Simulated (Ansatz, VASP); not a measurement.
## Two plane-wave programs on Hf

```
Hf
1.0
     3.15905    0.00000    0.00000
    -1.57952    2.73581    0.00000
     0.00000    0.00000    4.99937
Hf
2
Direct
  0.00000 0.00000 0.00000
  0.33333 0.66667 0.50000
```

Alike in both runs: task single point; functional PBEsol; k mesh 29 × 29 × 16; no spin polarisation.

```csv
,VASP,Ansatz
version,VASP 6.6.1,Ansatz 0.2.0
potentials or method,"VASP PAW PBE potentials, release 64 (Hf_pv)","plane-wave PAW, scalar-relativistic"
plane-wave cutoff (eV),520,420
occupations,"methfessel-paxton of order 1, width 0.1 eV","cold, width 0.1 eV"
valence electrons in the cell,20,52
```

```tsv
	VASP	Ansatz	Ansatz less VASP
pressure (GPa)	-0.4	0.0	+0.35
traceless stress, the component that is largest in VASP (GPa)	-0.08	0.00	+0.080
```

VASP's potentials were made for PBE, not for PBEsol, and Ansatz warns of the same on its side. VASP's potentials hold 20 valence electrons a cell and Ansatz's 52, so a difference there can come from the potentials and not from the codes.

Spin-orbit coupling is off throughout.
